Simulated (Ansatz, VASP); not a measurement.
**Two plane-wave programs on Sn**

Contents of INCAR:

```
PREC     = Accurate       # precision mode
ENCUT    = 520            # plane-wave cutoff, eV
EDIFF    = 1E-7           # SCF threshold, eV
ISMEAR   = -1             # smearing method
SIGMA    = 1.0            # smearing width, eV
LREAL    = False          # projectors in reciprocal space
LASPH    = True           # aspherical terms in the spheres
NELM     = 60             # most SCF steps
ALGO     = Normal         # electronic algorithm
ISIF     = 2              # what is computed and relaxed
LWAVE    = False          # write WAVECAR
LCHARG   = False          # write CHGCAR
GGA      = CA             # functional
NBANDS   = 21             # bands
```

The input KPOINTS:

```
regular mesh
0
Gamma
  9 9 9
```

Contents of POSCAR:

```
Sn
1.0
    0.0000000000      3.2380799619      3.2380799619
    3.2380799619      0.0000000000      3.2380799619
    3.2380799619      3.2380799619      0.0000000000
Sn
2
Direct
    0.5000000000      0.5000000000      0.5000000000
    0.7500000000      0.7500000000      0.7500000000
```

Input for Ansatz:

```yaml
crystal:
  lattice:
    - [0.0, 3.2380799619, 3.2380799619]
    - [3.2380799619, 0.0, 3.2380799619]
    - [3.2380799619, 3.2380799619, 0.0]
  atoms:
    - { symbol: Sn, position: [0.5, 0.5, 0.5] }
    - { symbol: Sn, position: [0.75, 0.75, 0.75] }
hamiltonian:
  xc: lda
  pseudopotentials:
    kind: paw
    azcp:
      Sn: "pseudopotentials/Sn.paw.azcp"
basis:
  ecutwfc: 420
  fft_grid_basis: typed
kpoints:
  mp_grid: { grid: [9, 9, 9], shift: [0, 0, 0] }
magnetization:
  spin_polarized: false
scf:
  occupations: { method: fermi_dirac, width: 1.0 }
  lower_state_search: "off"
output:
  stress: true
  write_density: true
  write_potential: true
  elf: true
  volumetric_format: npy
```

Alike in both runs: task single point; functional LDA; k mesh 9 × 9 × 9; occupations fermi-dirac, width 1 eV; no spin polarisation.

```csv
,VASP,Ansatz
version,VASP 6.6.1,Ansatz 0.2.0
potentials or method,"VASP PAW LDA potentials, release 64 (Sn_d), cutoff 520 eV","plane waves (420 eV) with PAW, scalar-relativistic"
valence electrons in the cell,28,28
```

|  | VASP | Ansatz | Ansatz less VASP |
| --- | --- | --- | --- |
| pressure (GPa) | 4.2 | 4.3 | +0.02 |

Ansatz warns that its potentials were made for another functional, while VASP's fit it. LDA's correlation is that of Perdew and Zunger in VASP and of Perdew and Wang (1992) in Ansatz.
